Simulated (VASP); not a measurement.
## SiNi: relaxation of cell and atoms with PBE

SiNi:

```
CELL_PARAMETERS angstrom
2.62822 0.00000 0.00000
0.00000 2.62822 0.00000
0.00000 0.00000 3.27905
ATOMIC_POSITIONS crystal
Si 0.00000 0.00000 0.00000
Ni 0.50000 0.50000 0.50000
```

The cell was built from a structure type or drawn by symmetry, and may not be a known phase.

```json
{
  "Program": "VASP 6.6.1",
  "Task": "relaxation of cell and atoms",
  "Functional": "PBE",
  "Potentials or basis": "VASP PAW PBE potentials, release 64 (Si, Ni)",
  "Cutoff": "600 eV",
  "k mesh": "20 × 20 × 16",
  "Occupations": "gaussian, width 0.1 eV",
  "Spin": "no spin polarisation",
  "Dipole correction": "no",
  "Further INCAR settings": "ALGO = Normal; EDIFF = 1e-06; IBRION = 2; EDIFFG = -0.01; NSW = 100; ISIF = 3"
}
```

```yaml
Relaxed_volume: 11.38 Å³/atom
Relaxed_cell: a = 2.638 Å, b = 2.638 Å, c = 3.272 Å, α = 90.00°, β = 90.00°, γ = 90.00°
Space_group_after_relaxing_to_0.1_Å: P4/mmm (No. 123)
Energy_gained_by_relaxing: 0.2 meV/atom
Ionic_steps: 5
Pressure_after_relaxing: 0.0 GPa
Band_gap_on_the_k_mesh: zero (bands 7 and 8 overlap by 1.73 eV)
```

Stress tensor (GPa, compression positive):
```
 0.08  0.00  0.00
 0.00  0.08  0.00
 0.00  0.00 -0.07
```

Step by step:
| step | energy change (eV) | largest force (eV/Å) | pressure (GPa) | volume (Å³) |
| --- | --- | --- | --- | --- |
| 1 | 0.0000 | 0.0000 | 0.90 | 22.65 |
| 2 | -0.0001 | 0.0000 | -0.69 | 22.86 |
| 3 | -0.0003 | 0.0000 | -0.03 | 22.77 |
| 4 | -0.0004 | 0.0000 | -0.17 | 22.77 |
| 5 | -0.0005 | 0.0000 | 0.03 | 22.77 |

Final structure:
```xyz
2
Lattice="2.6379 0.0000 0.0000 0.0000 2.6379 0.0000 0.0000 0.0000 3.2720" Properties=species:S:1:pos:R:3 pbc="T T T"
Si    0.0000    0.0000    0.0000
Ni    1.3189    1.3189    1.6360
```

Levels at points of the mesh, in eV from the Fermi level:
```tsv
k point	band 4	band 5	band 6	band 7	band 8	band 9	band 10	band 11
(0.00, 0.00, 0.00)	-2.20	-2.20	-1.68	-1.53	4.41	5.14	5.14	7.37
(0.50, 0.00, 0.00)	-3.40	-2.54	-2.03	-0.76	5.07	5.13	5.37	9.64
(0.50, 0.50, 0.00)	-3.86	-3.32	-3.32	-1.11	0.74	2.01	5.32	10.85
(0.00, 0.00, 0.50)	-2.62	-2.62	-2.30	-1.65	6.80	7.99	7.99	11.07
(0.50, 0.00, 0.50)	-4.29	-2.44	-2.30	-2.01	-0.13	0.78	9.61	12.93
(0.50, 0.50, 0.50)	-1.85	-1.73	-1.10	0.71	1.43	1.43	1.56	1.56
```

Run time: 2.6 min on 1 thread of Intel(R) Xeon(R) Platinum 8559C (Emerald Rapids) (shared host), peak memory 0.33 GiB.

Spin polarisation is off, so any magnetic state and its effect on volume and gap are missing.
